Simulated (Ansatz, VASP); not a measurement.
**Na in VASP and in Ansatz**

File INCAR:

```
ALGO = Normal
EDIFF = 1E-8
ENCUT = 520
ISIF = 2
ISMEAR = -1
LASPH = T
LCHARG = F
LEFG = T
LREAL = F
LWAVE = F
NBANDS = 14
NELM = 100
PREC = Accurate
SIGMA = 0.05
```

KPOINTS

```
k-points
0
Gamma
  11 11 6
```

POSCAR

```
Na
1.0
    3.7670009976      0.0376700100      0.0376700100
   -1.8508773132      3.2434835550      0.0137881806
    0.0615400000      0.0615400000      6.1540000000
Na
2
Direct
    0.3333333333      0.6666666667      0.2500000000
    0.6666666667      0.3333333333      0.7500000000
```

Input for Ansatz:

```yaml
crystal:
  lattice:
    - [3.7670009976, 0.03767001, 0.03767001]
    - [-1.8508773132, 3.243483555, 0.0137881806]
    - [0.06154, 0.06154, 6.154]
  atoms:
    - { symbol: Na, position: [0.3333333333, 0.6666666667, 0.25] }
    - { symbol: Na, position: [0.6666666667, 0.3333333333, 0.75] }
kpoints:
  mp_grid: { grid: [11, 11, 6] }
scf:
  occupations: { method: fermi_dirac, width: 0.05 }
hamiltonian:
  xc: lda
  pseudopotentials: { kind: paw }
output:
  forces: true
  stress: true
  eigenvalues: true
  efg: { contact_densities: true }
```

Change from the starting cell: equal xy, yz and zx shear strains of +2 %, PAW files.

Alike in both runs: task electric field gradients; functional LDA; k mesh 11 × 11 × 6; occupations fermi-dirac, width 0.05 eV; no spin polarisation.

```csv
,VASP,Ansatz
version,VASP 6.6.1,Ansatz 0.2.0
potentials or method,"VASP PAW LDA potentials, release 64 (Na_pv)","PAW with Ansatz's default frozen-core files, scalar-relativistic"
plane-wave cutoff (eV),520,420
valence electrons in the cell,14,18
```

VASP gave:

* pressure (GPa): -0.9
* traceless stress, the component that is largest in VASP (GPa): 0.16
* rms of the force components (eV/Å): 0.003
* size of Vzz on the site where it differs most (V/Å²): 0.6

Problem. Which values does Ansatz return?

Solution. Pressure (GPa): -0.9; traceless stress, the component that is largest in VASP (GPa): 0.16; rms of the force components (eV/Å): 0.003; size of Vzz on the site where it differs most (V/Å²): 0.5.

LDA's correlation is that of Perdew and Zunger in VASP and of Perdew and Wang (1992) in Ansatz. Atom by atom the forces differ by 0.000 eV/Å (rms over components). VASP's potentials hold 14 valence electrons a cell and Ansatz's 18, so a difference there can come from the potentials and not from the codes.
